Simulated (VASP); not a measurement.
# ZnO (P6_3mc) in VASP: a series of runs, part 2 of 2

VASP 6.6.1. Earlier steps stand in the parts before.

## (3) Single point, LDA (film at in-plane strain -0.01)

File INCAR:

```
PREC = Accurate ; ENCUT = 520
EDIFF = 1E-7 ; ISMEAR = 0
SIGMA = 0.01 ; LREAL = F
LASPH = T ; NELM = 80
ALGO = Normal ; ISIF = 2
LWAVE = F ; LCHARG = F
GGA = CA ; NBANDS = 26
```

File KPOINTS:

```
regular mesh
0
Gamma
  8 8 4
```

File POSCAR:

```
ZnO
1.0
    3.1552743932      0.0000000000      0.0000000000
   -1.5776371966      2.7325477804      0.0000000000
    0.0000000000      0.0000000000      5.2047246764
Zn O
2 2
Direct
    0.3333333333      0.6666666667      0.5029492769
    0.6666666667      0.3333333333      0.0029492769
    0.6666666667      0.3333333333      0.3760607231
    0.3333333333      0.6666666667      0.8760607231
```

Potentials or basis: VASP PAW LDA potentials, release 64 (Zn, O).

Launch:

```bash
$ cat potpaw_LDA.64/Zn/POTCAR potpaw_LDA.64/O/POTCAR > POTCAR
$ mpirun -np 1 vasp_std > vasp.out
```

OUTCAR:

```text
PREC = Accurate
   ENCUT = 520
   EDIFF = 1E-7
   ISMEAR = 0
   LREAL = F
   LASPH = T
   NELM = 80
   ISIF = 2
   GGA = CA

 ion  position               nearest neighbor table
   1  0.333  0.667  0.503-   3 1.94   3 1.94   3 1.94   4 1.94
   2  0.667  0.333  0.003-   4 1.94   4 1.94   4 1.94   3 1.94
   3  0.667  0.333  0.376-   1 1.94   1 1.94   1 1.94   2 1.94
   4  0.333  0.667  0.876-   2 1.94   2 1.94   2 1.94   1 1.94

  LATTYP: Found a hexagonal cell.
 ALAT       =     3.1552743932
 C/A-ratio  =     1.6495315550

  Lattice vectors:

 A1 = (   3.1552743932,   0.0000000000,   0.0000000000)
 A2 = (  -1.5776371966,   2.7325477804,   0.0000000000)
 A3 = (   0.0000000000,   0.0000000000,   5.2047246764)

Analysis of symmetry for initial positions (statically):
=====================================================================
 Subroutine PRICEL returns:
 Original cell was already a primitive cell.

 Routine SETGRP: Setting up the symmetry group for a
 hexagonal supercell.

 Subroutine GETGRP returns: Found 12 space group operations
 (whereof  6 operations were pure point group operations)
 out of a pool of 24 trial point group operations.

The static configuration has the point symmetry C_3v.
 The point group associated with its full space group is C_6v.

Analysis of symmetry for dynamics (positions and initial velocities):
=====================================================================
 Subroutine PRICEL returns:
 Original cell was already a primitive cell.

 Routine SETGRP: Setting up the symmetry group for a
 hexagonal supercell.

 Subroutine GETGRP returns: Found 12 space group operations
 (whereof  6 operations were pure point group operations)
 out of a pool of 24 trial point group operations.

The dynamic configuration has the point symmetry C_3v.
 The point group associated with its full space group is C_6v.

 Subroutine INISYM returns: Found 12 space group operations
 (whereof  6 operations are pure point group operations),
 and found     1 'primitive' translations

----------------------------------------------------------------------------------------

                                     Primitive cell

  volume of cell :      44.8748

  direct lattice vectors                    reciprocal lattice vectors
     3.155274393  0.000000000  0.000000000     0.316929647  0.182979417  0.000000000
    -1.577637197  2.732547780  0.000000000     0.000000000  0.365958834  0.000000000
     0.000000000  0.000000000  5.204724676     0.000000000  0.000000000  0.192133122

  length of vectors
     3.155274393  3.155274393  5.204724676     0.365958834  0.365958834  0.192133122

  position of ions in fractional coordinates (direct lattice)
     0.333333333  0.666666667  0.502949277
     0.666666667  0.333333333  0.002949277
     0.666666667  0.333333333  0.376060723
     0.333333333  0.666666667  0.876060723

  ion indices of the primitive-cell ions
   primitive index   ion index
                 1           1
                 2           2
                 3           3
                 4           4

----------------------------------------------------------------------------------------

 KPOINTS: regular mesh

Automatic generation of k-mesh.
 Grid dimensions read from file:
 generate k-points for:    8    8    4

 Generating k-lattice:

  Cartesian coordinates                     Fractional coordinates (reciprocal lattice)
     0.039616206  0.022872427  0.000000000     0.125000000  0.000000000  0.000000000
     0.000000000  0.045744854  0.000000000     0.000000000  0.125000000  0.000000000
     0.000000000  0.000000000  0.048033280     0.000000000  0.000000000  0.250000000

  Length of vectors
     0.045744854  0.045744854  0.048033280

  Shift w.r.t. Gamma in fractional coordinates (k-lattice)
     0.000000000  0.000000000  0.000000000

 Subroutine IBZKPT returns following result:
 ===========================================

 Found     30 irreducible k-points:

 Following reciprocal coordinates:
            Coordinates               Weight
  0.000000  0.000000  0.000000      1.000000
  0.125000  0.000000  0.000000      6.000000
  0.250000  0.000000  0.000000      6.000000
  0.375000  0.000000  0.000000      6.000000
  0.500000  0.000000  0.000000      3.000000
  0.125000  0.125000  0.000000      6.000000
[... 16 lines left out ...]
  0.250000  0.000000  0.500000      6.000000
  0.375000  0.000000  0.500000      6.000000
 [... further k-points ...]
   k-points           NKPTS =     30   k-points in BZ     NKDIM =     30   number of bands    NBANDS=     26
   number of dos      NEDOS =    301   number of ions     NIONS =      4
   total plane-waves  NPLWV =  23040
   dimension x,y,z NGX =    24 NGY =   24 NGZ =   40
   dimension x,y,z NGXF=    48 NGYF=   48 NGZF=   80
   ions per type =               2   2
   NGX,Y,Z   is equivalent  to a cutoff of  12.65, 12.65, 12.78 a.u.
   NGXF,Y,Z  is equivalent  to a cutoff of  25.29, 25.29, 25.55 a.u.
 SYSTEM =  unknown system
   PREC   = accura    normal or accurate (medium, high low for compatibility)
   ISTART =      0    job   : 0-new  1-cont  2-samecut
   ICHARG =      2    charge: 1-file 2-atom 10-const
   ISPIN  =      1    spin polarized calculation?
   LNONCOLLINEAR =      F non collinear calculations
   LSORBIT =      F    spin-orbit coupling
   LASPH  =      T    aspherical Exc in radial PAW
   ENCUT  =  520.0 eV  38.22 Ry    6.18 a.u.   5.87  5.87  9.68*2*pi/ulx,y,z
   NELM   =     80;   NELMIN=  2; NELMDL= -5     # of ELM steps
   EDIFF  = 0.1E-06   stopping-criterion for ELM
   LREAL  =      F    real-space projection
   EDIFFG = 0.1E-05   stopping-criterion for IOM
   NSW    =      0    number of steps for IOM
   IBRION =     -1    ionic relax: 0-MD 1-quasi-New 2-CG
   NFREE  =      0    steps in history (QN), initial steepest desc. (CG)
   ISIF   =      2    stress and relaxation
   ISYM   =      2    0-nonsym 1-usesym 2-fastsym
   POTIM  = 0.5000    time-step for ionic-motion
   TEBEG  =    0.0;   TEEND  =   0.0 temperature during run
   PSTRESS=    0.0 pullay stress
   NELECT =      36.0000    total number of electrons
   NUPDOWN=      -1.0000    fix difference up-down
   EMIN   =  10.00;   EMAX   =-10.00  energy-range for DOS
   EFERMI =   0.00;   METHOD = LEGACY
   ISMEAR =     0;   SIGMA  =   0.01  broadening in eV -4-tet -1-fermi 0-gaus
   EFERMI_NEDOS =   21; number of points for ismear=-14 and -15
   IALGO  =     38    algorithm
   IMIX   =      4    mixing-type and parameters
     AMIX     =   0.40;   BMIX     =  1.00
     AMIX_MAG =   1.60;   BMIX_MAG =  1.00
  volume/ion in A,a.u.               =      11.22        75.71
  Fermi-wavevector in a.u.,A,eV,Ry     =   1.521160  2.874575 31.482881  2.313926
  Thomas-Fermi vector in A             =   2.629912
   LORBIT       =      0    0 simple, 1 ext, 2 COOP (PROOUT), +10 PAW based schemes
   GGA     = CA    functional components
   LHFCALC =     F    Hartree Fock is set to
   AEXX    =    0.0000 exact exchange contribution
   IVDW    =     0    specifies the selected vdW correction
   LEPSILON=     F    determine dielectric tensor
   LRPA    =     F    only Hartree local field effects (RPA)
 non-spin polarized calculation
 Gauss-broadening in eV      SIGMA  =   0.01
  energy-cutoff  :      520.00
  volume of cell :       44.87
 maximum number of plane-waves:      1236
 NGX is ok and might be reduce to    24
   NGX = 11   NGY = 11   NGZ = 19

 number of electron      35.9999963 magnetization

 Free energy of the ion-electron system (eV)
  ---------------------------------------------------
  ext. energy  EPLUGINS =         0.00000000
  ---------------------------------------------------
  free energy    TOTEN  =       -21.14544941 eV

  energy without entropy =      -21.14544941  energy(sigma->0) =      -21.14544941

 E-fermi :   1.5566     XC(G=0): -11.7812

 val. band max:        1.4602569933   @ k =   0.0000   0.0000   0.0000
 cond. band min:       2.2567139116   @ k =   0.0000   0.0000   0.0000
 fundamental gap:      0.7964569183
 Fermi energy:         1.5566307443

 k-point     1 :       0.0000    0.0000    0.0000
  band No.  band energies     occupation
      1     -16.8607      2.00000
      2     -16.0304      2.00000
      3      -4.8405      2.00000
      4      -4.6657      2.00000
      5      -4.6198      2.00000
      6      -4.6198      2.00000
[... 18 lines left out ...]
     25      15.9995      0.00000
     26      15.9995      0.00000
[... 644 lines left out ...]
      4      -5.1589      2.00000
      5      -4.1771      2.00000
      6      -4.1771      2.00000
[... 18 lines left out ...]
     25      15.3606      0.00000
     26      15.3606      0.00000

 [... further k-points ...]
[... 5 lines left out ...]
  --------------------------------------------------------------------------------------
  -------------------------------------------------------------------------------------
  Total        1.0404014      1.0404014      0.3828132      0.0000000     -0.0000000      0.0000000
  in kB       37.1457268     37.1457268     13.6676801      0.0000000     -0.0000000      0.0000000
  external PRESSURE =      29.3197112 kB  Pullay stress =       0.0000000 kB

 VOLUME and BASIS-vectors are now :
 -----------------------------------------------------------------------------
  energy-cutoff  :      520.00
  volume of cell :       44.87
      direct lattice vectors                 reciprocal lattice vectors
     3.155274393  0.000000000  0.000000000     0.316929647  0.182979417  0.000000000
    -1.577637197  2.732547780  0.000000000     0.000000000  0.365958834  0.000000000
     0.000000000  0.000000000  5.204724676     0.000000000  0.000000000  0.192133122

 POSITION                                       TOTAL-FORCE (eV/Angst)
 -----------------------------------------------------------------------------------
     -0.00000      1.82170      2.61771        -0.000000      0.000000      0.005574
      1.57764      0.91085      0.01535         0.000000      0.000000      0.005574
      1.57764      0.91085      1.95729        -0.000000     -0.000000     -0.005574
     -0.00000      1.82170      4.55965         0.000000      0.000000     -0.005574
 -----------------------------------------------------------------------------------
    total drift:                                0.000001      0.000001      0.000254

  FREE ENERGIE OF THE ION-ELECTRON SYSTEM (eV)
  ---------------------------------------------------
  free  energy   TOTEN  =       -21.1454494093 eV

  energy  without entropy=      -21.1454494093  energy(sigma->0) =      -21.14544941
```

OSZICAR:

```text
N       E                     dE             d eps       ncg     rms          rms(c)
DAV:   1     0.293155750407E+03    0.29316E+03   -0.18165E+04  1584   0.206E+03
DAV:   2     0.687161883898E+01   -0.28628E+03   -0.26866E+03  1644   0.417E+02
DAV:   3    -0.236553980800E+02   -0.30527E+02   -0.30130E+02  1718   0.139E+02
DAV:   4    -0.242322713008E+02   -0.57687E+00   -0.57561E+00  1736   0.193E+01
DAV:   5    -0.242352223799E+02   -0.29511E-02   -0.29509E-02  1710   0.144E+00    0.159E+01
DAV:   6    -0.210397566419E+02    0.31955E+01   -0.59301E+00  2466   0.604E+01    0.102E+01
DAV:   7    -0.212113676645E+02   -0.17161E+00   -0.27562E+00  1620   0.164E+01    0.595E+00
DAV:   8    -0.211962891261E+02    0.15079E-01   -0.55308E-01  2108   0.717E+00    0.168E+00
DAV:   9    -0.211431891398E+02    0.53100E-01   -0.10450E-01  2292   0.668E+00    0.324E-01
DAV:  10    -0.211455076934E+02   -0.23186E-02   -0.36892E-02  1590   0.133E+00    0.918E-02
DAV:  11    -0.211454472635E+02    0.60430E-04   -0.39965E-04  1998   0.236E-01    0.210E-02
DAV:  12    -0.211454502844E+02   -0.30209E-05   -0.53758E-05  1860   0.220E-01    0.874E-03
DAV:  13    -0.211454507925E+02   -0.50814E-06   -0.71636E-06  2250   0.868E-02    0.993E-03
DAV:  14    -0.211454494223E+02    0.13703E-05   -0.32550E-06  1932   0.162E-02    0.204E-03
DAV:  15    -0.211454494093E+02    0.12957E-07   -0.37266E-07  1562   0.469E-03
   1 F= -.21145449E+02 E0= -.21145449E+02  d E =-.202841E-44
```

stdout:

```text
POSCAR found type information on POSCAR ZnO
 POSCAR found :  2 types and       4 ions
 scaLAPACK will be used
 LDA part: xc-table for (Slater(with rela. corr.)+CA(PZ))
 , standard interpolation
 POSCAR, INCAR and KPOINTS ok, starting setup
 FFT: planning ... GRIDC
 FFT: planning ... GRID_SOFT
 FFT: planning ... GRID
 WAVECAR not read
 entering main loop
```

Run time: 49 s. Hardware: 1 thread of AMD EPYC 7R13 (Zen 3), shared host; peak memory 0.12 GiB.

Results:

* Free energy: -21.1454 eV
* Pressure: 2.9 GPa
* Largest force: 0.006 eV/Å
* Band gap on the k mesh: 0.80 eV, direct

Forces in eV/Å, atoms in the order of the input:
```
Zn   0.000  0.000  0.006
Zn   0.000  0.000  0.006
O    0.000  0.000 -0.006
O    0.000  0.000 -0.006
```

Caveat: the cell differs from its parent crystal (film at in-plane strain -0.01).

## (4) Single point, LDA (in-plane strain -0.005, then relaxed in part)

Edit INCAR of step 3 so:

```diff
@@ -6,2 +6,2 @@
 LWAVE = F ; LCHARG = F
-GGA = CA ; NBANDS = 26
+NBANDS = 26
```

KPOINTS is that of step 3.

File POSCAR:

```
ZnO
1.0
    3.1712101225      0.0000000000      0.0000000000
   -1.5856050612      2.7463485268      0.0000000000
    0.0000000000      0.0000000000      5.1777825623
Zn O
2 2
Direct
    0.3333333333      0.6666666667      0.5016063781
    0.6666666667      0.3333333333      0.0016063781
    0.6666666667      0.3333333333      0.3774036219
    0.3333333333      0.6666666667      0.8774036219
```

Launch:

```bash
$ cat potpaw_LDA.64/Zn/POTCAR potpaw_LDA.64/O/POTCAR > POTCAR
$ mpirun -np 1 vasp_std > vasp.out
```

Wall time 44 s (1 thread of AMD EPYC 7R13 (Zen 3), shared host); peak memory 0.12 GiB.

It converged, with:

- Free energy: -21.1524 eV
- Pressure: 2.1 GPa
- Largest force: 0.003 eV/Å
- Band gap on the k mesh: 0.80 eV, direct

Forces in eV/Å, atoms in the order of the input:
```
Zn   0.000  0.000  0.003
Zn   0.000  0.000  0.003
O    0.000  0.000 -0.003
O    0.000  0.000 -0.003
```

Stress tensor (GPa, compression positive):
```
2.53 0.00 0.00
0.00 2.53 0.00
0.00 0.00 1.38
```

Levels at points of the mesh, in eV from the valence-band top:
```csv
k point,band 15,band 16,band 17,band 18,band 19,band 20,band 21,band 22
"(0.00, 0.00, 0.00)",-0.87,-0.11,0.00,0.00,0.80,5.36,8.13,13.09
"(0.50, 0.00, 0.00)",-3.06,-2.45,-1.44,-0.89,5.91,6.79,7.37,8.80
"(0.00, 0.00, 0.50)",-0.43,-0.43,-0.43,-0.43,3.49,3.49,10.02,10.02
"(0.50, 0.00, 0.50)",-1.62,-1.62,-1.55,-1.55,5.62,5.62,8.61,8.61
```

Caveat: the cell differs from its parent crystal (in-plane strain -0.005, then relaxed in part).

## (5) Single point, LDA (in-plane strain -0.005)

File INCAR:

```
  PREC = Accurate
  ENCUT = 520
  EDIFF = 1E-7
  ISMEAR = 0
  SIGMA = 0.01
  LREAL = F
  LASPH = T
  NELM = 80
  ALGO = Normal
  ISIF = 2
  LWAVE = F
  LCHARG = T
  GGA = CA
  LELF = T
  LVHAR = T
  NBANDS = 26
```

KPOINTS is that of step 4.

File POSCAR:

```
ZnO
1.0
    3.1712101225      0.0000000000      0.0000000000
   -1.5856050612      2.7463485268      0.0000000000
    0.0000000000      0.0000000000      5.1678623847
Zn O
2 2
Direct
    0.3333333333      0.6666666667      0.5002826654
    0.6666666667      0.3333333333      0.0002826654
    0.6666666667      0.3333333333      0.3787273346
    0.3333333333      0.6666666667      0.8787273346
```

Launch:

```bash
$ cat potpaw_LDA.64/Zn/POTCAR potpaw_LDA.64/O/POTCAR > POTCAR
$ mpirun -np 1 vasp_std > vasp.out
```

Run time: 49 s. Hardware: 1 thread of AMD EPYC 7R13 (Zen 3), shared host; peak memory 0.12 GiB.

Results (log left out):

```
Free energy            : -21.1504 eV
Pressure               : 2.5 GPa
Largest force          : 0.088 eV/Å
Band gap on the k mesh : 0.81 eV, direct
```

Forces on the atoms (eV/Å):
```
Zn   0.000  0.000  0.088
Zn   0.000  0.000  0.088
O    0.000  0.000 -0.088
O    0.000  0.000 -0.088
```

Stress tensor (GPa, compression positive):
```
3.24 0.00 0.00
0.00 3.24 0.00
0.00 0.00 1.04
```

Levels at points of the mesh, in eV from the valence-band top:
| k point | band 15 | band 16 | band 17 | band 18 | band 19 | band 20 | band 21 | band 22 |
| --- | --- | --- | --- | --- | --- | --- | --- | --- |
| (0.00, 0.00, 0.00) | -0.85 | -0.13 | 0.00 | 0.00 | 0.81 | 5.34 | 8.14 | 13.07 |
| (0.50, 0.00, 0.00) | -3.05 | -2.45 | -1.43 | -0.93 | 5.92 | 6.79 | 7.40 | 8.80 |
| (0.00, 0.00, 0.50) | -0.42 | -0.42 | -0.42 | -0.42 | 3.50 | 3.50 | 10.01 | 10.01 |
| (0.50, 0.00, 0.50) | -1.64 | -1.64 | -1.55 | -1.55 | 5.63 | 5.63 | 8.63 | 8.63 |

Caveat: the cell differs from its parent crystal (in-plane strain -0.005).

## (6) Single point, LDA (film at in-plane strain -0.005)

File INCAR:

```
SYSTEM = ZnO
  ALGO = Normal
  EDIFF = 1E-7
  ENCUT = 520
  GGA = CA
  ISIF = 2
  ISMEAR = 0
  LASPH = .True.
  LCHARG = .False.
  LREAL = .False.
  LWAVE = .False.
  NBANDS = 26
  NELM = 60
  PREC = Accurate
  SIGMA = 0.01
```

File KPOINTS:

```
k-points
0
Gamma
  8 8 4
  0 0 0
```

File POSCAR:

```
ZnO
1.0
    3.1712101225      0.0000000000      0.0000000000
   -1.5856050612      2.7463485268      0.0000000000
    0.0000000000      0.0000000000      5.1777825623
Zn O
2 2
Direct
    0.3333333333      0.6666666667      0.5016063781
    0.6666666667      0.3333333333      0.0016063781
    0.6666666667      0.3333333333      0.3774036219
    0.3333333333      0.6666666667      0.8774036219
```

Potentials or basis: VASP PAW LDA potentials, release 64 (Zn, O).

Launch:

```bash
$ cat potpaw_LDA.64/Zn/POTCAR potpaw_LDA.64/O/POTCAR > POTCAR
$ mpirun -np 1 vasp_std > vasp.out
```

Wall time 41 s (1 thread of AMD EPYC 7R13 (Zen 3), shared host); peak memory 0.12 GiB.

Results (log left out):

```
Free energy            : -21.1524 eV
Pressure               : 2.1 GPa
Largest force          : 0.003 eV/Å
Band gap on the k mesh : 0.80 eV, direct
```

Forces in eV/Å, atoms in the order of the input:
```
Zn   0.000  0.000  0.003
Zn   0.000  0.000  0.003
O    0.000  0.000 -0.003
O    0.000  0.000 -0.003
```

Stress tensor (GPa, compression positive):
```
2.53 0.00 0.00
0.00 2.53 0.00
0.00 0.00 1.38
```

Levels at points of the mesh, in eV from the valence-band top:
| k point | band 14 | band 15 | band 16 | band 17 | band 18 | band 19 | band 20 | band 21 | band 22 | band 23 |
| --- | --- | --- | --- | --- | --- | --- | --- | --- | --- | --- |
| (0.00, 0.00, 0.00) | -0.87 | -0.87 | -0.11 | 0.00 | 0.00 | 0.80 | 5.36 | 8.13 | 13.09 | 13.09 |
| (0.50, 0.00, 0.00) | -3.76 | -3.06 | -2.45 | -1.44 | -0.89 | 5.91 | 6.79 | 7.37 | 8.80 | 10.63 |
| (0.00, 0.00, 0.50) | -2.36 | -0.43 | -0.43 | -0.43 | -0.43 | 3.49 | 3.49 | 10.02 | 10.02 | 13.39 |
| (0.50, 0.00, 0.50) | -3.95 | -1.62 | -1.62 | -1.55 | -1.55 | 5.62 | 5.62 | 8.61 | 8.61 | 11.34 |

Caveat: the cell differs from its parent crystal (film at in-plane strain -0.005).

## (7) The runs side by side

| cell | gap on the mesh (eV) | pressure (GPa) | largest force (eV/Å) |
| --- | --- | --- | --- |
| a = 3.155, b = 3.155, c = 5.183 Å, angles 90.0, 90.0, 120.0°, 4 atoms | 0.80 | 3.6 | 0.18 |
| a = 3.155, b = 3.155, c = 5.205 Å, angles 90.0, 90.0, 120.0°, 4 atoms | 0.80 | 2.9 | 0.01 |
| a = 3.171, b = 3.171, c = 5.178 Å, angles 90.0, 90.0, 120.0°, 4 atoms | 0.80 | 2.1 | - |
| a = 3.171, b = 3.171, c = 5.168 Å, angles 90.0, 90.0, 120.0°, 4 atoms | 0.81 | 2.5 | 0.09 |

Alike in all rows: task single point; level LDA; potentials or basis VASP PAW LDA potentials, release 64 (Zn, O); no spin polarisation; k mesh 8 × 8 × 4; cutoff (eV) 520; smearing gaussian 0.01 eV.

Total energies depend on the potentials used, so only differences within one code and one set of settings carry meaning.
